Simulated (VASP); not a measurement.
A run of VASP 6.6.1 is set up as follows.

INCAR

```
SYSTEM = Ti2Al6H
ALGO = Normal ; DIPOL = 0.5 0.5 0.311
EDIFF = 1E-6 ; ENCUT = 520
GGA = PE ; IDIPOL = 3
ISIF = 2 ; ISMEAR = 0
IVDW = 12 ; LASPH = .TRUE.
LCHARG = .FALSE. ; LDIPOL = .TRUE.
LREAL = .FALSE. ; LWAVE = .FALSE.
NBANDS = 32 ; NELM = 60
PREC = Accurate ; SIGMA = 0.1
```

KPOINTS

```
k-points
0
G
  6 6 1
  0 0 0
```

Contents of POSCAR:

```
Ti2Al6H
1.0
    5.0241861190      0.0000000000      0.0000000000
    2.1588814530      4.5367033218      0.0000000000
    0.0000000000      0.0000000000     21.2187109014
Al Ti H
6 2 1
Direct
    0.5000000000      0.0000000000      0.1885128658
    0.0000000000      0.5000000000      0.1885128658
    0.0000000000      0.0000000000      0.2517328341
    0.0000000000      0.5000000000      0.3193548961
    0.5000000000      0.0000000000      0.3193548961
    0.5000000000      0.5000000000      0.3826203646
    0.5000000000      0.5000000000      0.2517328341
    0.0000000000      0.0000000000      0.3797002555
    0.8333333333      1.1666666667      0.5145793706
```

Potentials or basis: VASP PAW PBE potentials, release 64 (Al, Ti_sv, H).

Command:

```bash
$ cat potpaw_PBE.64/Al/POTCAR potpaw_PBE.64/Ti_sv/POTCAR potpaw_PBE.64/H/POTCAR > POTCAR
$ mpirun -np 1 vasp_std > vasp.out
```

Q: What does it give for the largest force?

A: 1.460 eV/Å.

Q: Estimate the dispersion energy per atom.

A: -0.226 eV.

Forces on the atoms (eV/Å):
```
Al  -0.009  0.008  0.529
Al  -0.003  0.011  0.529
Al   0.015 -0.023 -0.547
Al  -0.018 -0.007 -0.047
Al   0.014  0.014 -0.047
Al   0.100 -0.159  0.317
Ti   0.028 -0.045 -0.512
Ti  -0.145  0.229  1.238
H    0.018 -0.028 -1.460
```
